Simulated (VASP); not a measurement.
Here is a VASP 6.6.1 calculation.

File POSCAR:

```
Ag
1.0
    0.0000000000      2.0427500000      2.0427500000
    2.0427500000      0.0000000000      2.0427500000
    2.0427500000      2.0427500000      0.0000000000
Ag
1
Direct
    0.0000000000      0.0000000000      0.0000000000
```

Contents of INCAR.step1:

```
  PREC = Accurate
  ENCUT = 520
  EDIFF = 1E-5
  ISMEAR = -1
  SIGMA = 0.05
  LREAL = False
  LASPH = True
  NELM = 80
  ALGO = Normal
  ISIF = 2
  LWAVE = True
  GGA = PE
  NBANDS = 12
```

Contents of INCAR.step2:

```
  PREC = Accurate
  ENCUT = 520
  EDIFF = 1E-7
  ISMEAR = -1
  SIGMA = 0.05
  LREAL = False
  LASPH = True
  NELM = 80
  ALGO = Normal
  ISIF = 2
  LWAVE = False
  LCHARG = True
  GGA = PE
  LHFCALC = True
  AEXX = 0.25
  HFSCREEN = 0.3
  PRECFOCK = Normal
  LELF = True
  LVHAR = True
  ISTART = 1
  NBANDS = 12
```

File KPOINTS:

```
regular mesh
0
Gamma
  6 6 6
```

Potentials or basis: VASP PAW PBE potentials, release 64 (Ag).

The run is started by

```bash
$ cat potpaw_PBE.64/Ag/POTCAR > POTCAR
$ cp INCAR.step1 INCAR
$ mpirun -np 1 vasp_std > vasp.out
$ cp INCAR.step2 INCAR
$ mpirun -np 1 vasp_std > vasp.out
```

**Question.** Predict the band gap on the k mesh.

**Answer.** Zero (an odd number of electrons rules out a gap without spin polarisation).

**Question.** Estimate the pressure.

**Answer.** 5.0 GPa.

Caveat: the k points lie up to 0.44 Å⁻¹ apart, too coarse for converged energies and pressures of a metal; the PAW data sets were made with another functional, which shifts forces and pressure a little.
